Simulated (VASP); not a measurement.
Runs of VASP 6.6.1 on Pt. The structure is that of space group R-3m (No. 166), or close to it. The cells are those of the table. 

```csv
cell,further INCAR settings,gap on the mesh (eV),pressure (GPa)
"a = 3.267 Å, angles 116.4°, 1 atom",ALGO = Fast; EDIFF = 1e-06; NBANDS = 11,none,136.4
"a = 3.048 Å, angles 114.8°, 1 atom",ALGO = Fast; EDIFF = 1e-06; NBANDS = 11,none,(a)
"a = 2.531 Å, angles 86.0°, 1 atom",ALGO = Fast; EDIFF = 1e-07; NBANDS = 11,none,13.5
"a = 2.531 Å, angles 93.6°, 1 atom",ALGO = Fast; EDIFF = 1e-07; NBANDS = 11,none,13.5
"a = 2.817 Å, angles 112.6°, 1 atom",ALGO = Fast; EDIFF = 1e-06; NBANDS = 11,none,22.3
```

Alike in all rows: task single point; level LDA; potentials or basis VASP PAW LDA potentials, release 64 (Pt); no spin polarisation; k mesh 22 × 22 × 22; cutoff (eV) 520; smearing gaussian 0.15 eV.

Fill in the values left out.

(a) 56.2.

Caveats: the cell stands under pressure; spin-orbit coupling is left out, which moves the levels of the heavy elements; atoms lie so close that the PAW spheres overlap strongly, which falsifies energies and pressures (at least some runs).

A k mesh can miss the band edges, and the runs leave out spin-orbit coupling on Pt.

A gap of «none» marks levels without a gap at the run's occupations.
